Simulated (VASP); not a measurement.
Set up this calculation in VASP 6.6.1, as the native input.

```yaml
Task: single point
Functional: r2SCAN
Potentials_or_basis: VASP PAW PBE potentials, release 64 (Al, Ga_d, N)
Cutoff: 520 eV
k_mesh: 6 × 6 × 6
Occupations: gaussian, width 0.05 eV
Spin: no spin polarisation
Dipole_correction: no
Further_INCAR_settings: ALGO = Normal; EDIFF = 1e-07; NBANDS = 41
```

AlGa3N4:

```
CELL_PARAMETERS angstrom
4.46534 0.00000 0.00000
0.00000 4.46534 0.00000
0.00000 0.00000 4.46534
ATOMIC_POSITIONS crystal
Al 0.00000 0.00000 0.00000
Ga 0.50000 0.50000 0.00000
Ga 0.50000 0.00000 0.47201
Ga 0.00000 0.50000 0.52799
N 0.76361 0.74709 0.24465
N 0.74709 0.23639 0.75535
N 0.25291 0.76361 0.75535
N 0.23639 0.25291 0.24465
```

This cell differs from its parent crystal: atoms displaced along a vibrational mode.

The input as run:

POSCAR

```
AlGa3N4
1.0
    4.4653444470      0.0000000000      0.0000000000
    0.0000000000      4.4653444470      0.0000000000
    0.0000000000      0.0000000000      4.4653444470
Al Ga N
1 3 4
Direct
    0.0000000000      0.0000000000      0.0000000000
    0.5000000000      0.5000000000      0.0000000000
    0.5000000000      0.0000000000      0.4720066388
    0.0000000000      0.5000000000      0.5279933612
    0.7636128230      0.7470892872      0.2446489449
    0.7470892872      0.2363871770      0.7553510551
    0.2529107128      0.7636128230      0.7553510551
    0.2363871770      0.2529107128      0.2446489449
```

INCAR.step1

```
SYSTEM = AlGa3N4
ALGO = Normal
EDIFF = 1E-4
ENCUT = 520
GGA = PE
ISMEAR = 0
LASPH = .True.
LCHARG = .False.
LREAL = .False.
LWAVE = .True.
NBANDS = 41
NELM = 60
PREC = Accurate
SIGMA = 0.05
```

INCAR.step2

```
SYSTEM = AlGa3N4
ALGO = Normal
EDIFF = 1E-7
ENCUT = 520
ISIF = 2
ISMEAR = 0
ISTART = 1
LASPH = .True.
LCHARG = .False.
LMIXTAU = .True.
LREAL = .False.
LWAVE = .False.
METAGGA = R2SCAN
NBANDS = 41
NELM = 60
PREC = Accurate
SIGMA = 0.05
```

KPOINTS

```
k-points
0
Gamma
  6 6 6
  0 0 0
```

Potentials or basis: VASP PAW PBE potentials, release 64 (Al, Ga_d, N).

The run is started by

```bash
$ cat potpaw_PBE.64/Al/POTCAR potpaw_PBE.64/Ga_d/POTCAR potpaw_PBE.64/N/POTCAR > POTCAR
$ cp INCAR.step1 INCAR
$ mpirun -np 1 vasp_std > vasp.out
$ cp INCAR.step2 INCAR
$ mpirun -np 1 vasp_std > vasp.out
```

It gave:

```json
{"Pressure": "0.6 GPa", "Largest force": "1.230 eV/Å", "Band gap on the k mesh": "2.78 eV"}
```

Caveat: the cell differs from its parent crystal (atoms displaced along a vibrational mode); the PAW data sets were made with another functional, which shifts forces and pressure a little.

Run time: 9.4 min on 1 thread of Intel(R) Xeon(R) Platinum 8259CL CPU @ 2.50GHz (Skylake/Cascade Lake), with other jobs on the host, peak memory 0.29 GiB.
